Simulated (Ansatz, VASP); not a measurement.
**One calculation of Ta2N, two programs**

The input INCAR:

```
SYSTEM = Ta2N
PREC = Accurate
ENCUT = 520
EDIFF = 1E-6
ISMEAR = 0
SIGMA = 0.15
LREAL = .FALSE.
LASPH = .TRUE.
NELM = 80
ALGO = Normal
ISIF = 2
LWAVE = .FALSE.
LCHARG = .FALSE.
NBANDS = 20
```

The input KPOINTS:

```
Automatic mesh
0
G
  18 18 10
  0 0 0
```

Contents of POSCAR:

```
Ta2N
1.0
    2.9808172458      0.0000000000      0.0000000000
   -1.4904086229      2.5814634589      0.0000000000
    0.0000000000      0.0000000000      4.9162618834
Ta N
2 1
Direct
    0.6666666667      0.3333333333      0.7466885012
    0.3333333333      0.6666666667      0.2533114988
    0.0000000000      0.0000000000      0.0000000000
```

Input for Ansatz:

```yaml
crystal:
  lattice:
    - [2.9808172458, 0.0, 0.0]
    - [-1.4904086229, 2.5814634589, 0.0]
    - [0.0, 0.0, 4.9162618834]
  atoms:
    - { symbol: Ta, position: [0.6666666667, 0.3333333333, 0.7466885012] }
    - { symbol: Ta, position: [0.3333333333, 0.6666666667, 0.2533114988] }
    - { symbol: "N", position: [0.0, 0.0, 0.0] }
basis:
  ecutwfc: 520.0
kpoints:
  mp_grid: { grid: [18, 18, 10] }
hamiltonian:
  xc: lda
  pseudopotentials: { kind: paw, azcp: { folder: soft_1 } }
scf:
  occupations: { method: gaussian, width: 0.15 }
output:
  forces: true
  stress: true
  eigenvalues: true
```

Alike in both runs: task single point; functional LDA; k mesh 18 × 18 × 10; occupations gaussian, width 0.15 eV; no spin polarisation.

```csv
,VASP,Ansatz
version,VASP 6.6.1,Ansatz 0.2.0
potentials or method,"VASP PAW LDA potentials, release 64 (Ta_pv, N), cutoff 520 eV","scalar-relativistic, plane waves, PAW"
valence electrons in the cell,27,31
```

Ansatz gave:

- gap on the k mesh at the Fermi level (eV): none
- pressure (GPa): 9.4
- traceless stress, the component that is largest in VASP (GPa): -8.05
- rms of the force components (eV/Å): 0.306

Which values does VASP return?

gap on the k mesh at the Fermi level (eV): none; pressure (GPa): 11.1; traceless stress, the component that is largest in VASP (GPa): -8.17; rms of the force components (eV/Å): 0.334.

Ansatz warns that its potentials were made for another functional, while VASP's fit it. LDA's correlation is that of Perdew and Zunger in VASP and of Perdew and Wang (1992) in Ansatz. Atom by atom the forces differ by 0.028 eV/Å (rms over components). A gap of «none» marks a metal or a gap that the smearing closes. VASP's potentials hold 27 valence electrons a cell and Ansatz's 31, so a difference there can come from the potentials and not from the codes.

Neither program's run includes spin-orbit coupling.
